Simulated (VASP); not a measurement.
Set up this calculation in VASP 6.6.1, as the native input.

| Property | Result |
| --- | --- |
| Task | single point |
| Functional | PBE |
| Dispersion | D3(BJ) |
| Potentials or basis | VASP PAW PBE potentials, release 64 (C, F) |
| Cutoff | 520 eV |
| k mesh | 1 × 1 × 1 |
| Occupations | fermi-dirac, width 0.05 eV |
| Spin | no spin polarisation |
| Dipole correction | no |
| Further INCAR settings | LREAL = Auto; ALGO = Normal; EDIFF = 1e-07; NBANDS = 117 |

The structure of CF4 lies in POSCAR:

```
CF4
1.0
    8.1733020000      0.0000000000      0.0000000000
    0.0000000000      8.1733020000      0.0000000000
    0.0000000000      0.0000000000      8.1733020000
C F
6 24
Direct
    0.9458478348      1.0223652570     -0.0051631519
    0.3931581141      0.8106760279      0.0698249006
    0.0624472215      0.6639299514      0.5802306094
    0.6298923006      0.4233050486      0.8734046533
    0.1666768217      0.2212324958      0.4897653360
    0.6249126730      1.0468963462      0.4748142183
    0.8019402684      1.0464558877     -0.0849840126
    0.9558682647      0.8615734498      0.0281036966
    1.0803711890      1.0538213319     -0.0880060470
    0.9449913878      1.1066029372      0.1365910620
    0.3658129848      0.7479474024      0.2108817220
    0.3523545319      0.9775608438      0.0804693134
    0.5590029587      0.7948684632      0.0465540121
    0.3170322105      0.7518136489     -0.0574431240
    0.0032422637      0.7936939073      0.6577880029
   -0.0616152444      0.5925389763      0.5009847917
    0.1713628103      0.7101046798      0.4688924990
    0.1268398011      0.5681424717      0.6959365994
    0.7172621298      0.3898302057      0.9981767467
    0.5621595776      0.2809146169      0.8232535639
    0.5071879150      0.5199612103      0.9175116740
    0.7203698089      0.4973632444      0.7467483766
    0.0563786827      0.3258903195      0.4165880571
    0.0846536687      0.1605593431      0.6087135897
    0.2358287997      0.1106896576      0.3911882860
    0.2925500612      0.3250950473      0.5424857665
    0.5984729305      0.8869120461      0.4228034153
    0.5836808673      1.1383037113      0.3466775117
    0.5454588611      1.0550081228      0.6174004093
    0.7854964860      1.0619086386      0.5023551069
```

These files were run (other wordings do the same):

INCAR

```
SYSTEM = CF4
PREC = Accurate
ENCUT = 520
EDIFF = 1E-7
ISMEAR = -1
SIGMA = 0.05
LREAL = Auto
LASPH = .TRUE.
NELM = 60
ALGO = Normal
ISIF = 2
LWAVE = .FALSE.
LCHARG = .FALSE.
GGA = PE
IVDW = 12
NBANDS = 117
```

KPOINTS

```
regular mesh
0
G
  1 1 1
  0 0 0
```

Potentials or basis: VASP PAW PBE potentials, release 64 (C, F).

Launch:

```sh
$ cat potpaw_PBE.64/C/POTCAR potpaw_PBE.64/F/POTCAR > POTCAR
$ mpirun -np 1 vasp_gam > vasp.out
```

Results of the run:

The pressure is 1.4 GPa and the largest force is 3.919 eV/Å. The dispersion energy per atom is -0.030 eV.

Caveat: the k points lie up to 0.77 Å⁻¹ apart; the atoms stand as in a frame of molecular dynamics.

Run time: 110 s on 1 thread of Intel(R) Xeon(R) Platinum 8259CL CPU @ 2.50GHz (Skylake/Cascade Lake), with other jobs on the host, peak memory 0.5 GiB.
